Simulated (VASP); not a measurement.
# LiF: single point with PBE

LiF:

```
Li F
1.0
     3.32923    0.00000    0.00000
    -1.66462    2.88320    0.00000
     0.00000    0.00000    4.09578
Li F
2 2
Cartesian
  0.0000 1.9221 1.0239
  1.6646 0.9611 3.0718
  1.6646 0.9611 1.0239
  0.0000 1.9221 3.0718
```

```
Program             : VASP 6.6.1
Task                : single point
Functional          : PBE
Potentials or basis : VASP PAW PBE potentials, release 64 (Li_sv, F)
Cutoff              : 520 eV
k mesh              : 9 × 9 × 6
Occupations         : gaussian, width 0.01 eV
Spin                : no spin polarisation
```

* Band gap on the k mesh: 7.53 eV, direct

Levels at points of the mesh, in eV from the valence-band top:
```tsv
k point	band 6	band 7	band 8	band 9	band 10	band 11	band 12	band 13	band 14	band 15
(0.00, 0.00, 0.00)	-1.18	-1.18	-0.46	-0.46	0.00	7.53	14.23	15.85	16.39	16.39
(0.00, 0.00, 0.50)	-1.30	-0.82	-0.82	-0.82	-0.82	9.96	9.96	16.58	16.58	16.58
```

Run time: 26 s on 1 thread of Intel Xeon 6975P-C (shared host), peak memory 0.17 GiB.

 Expect the measured gap to be larger: semilocal functionals such as PBE lack the derivative discontinuity.
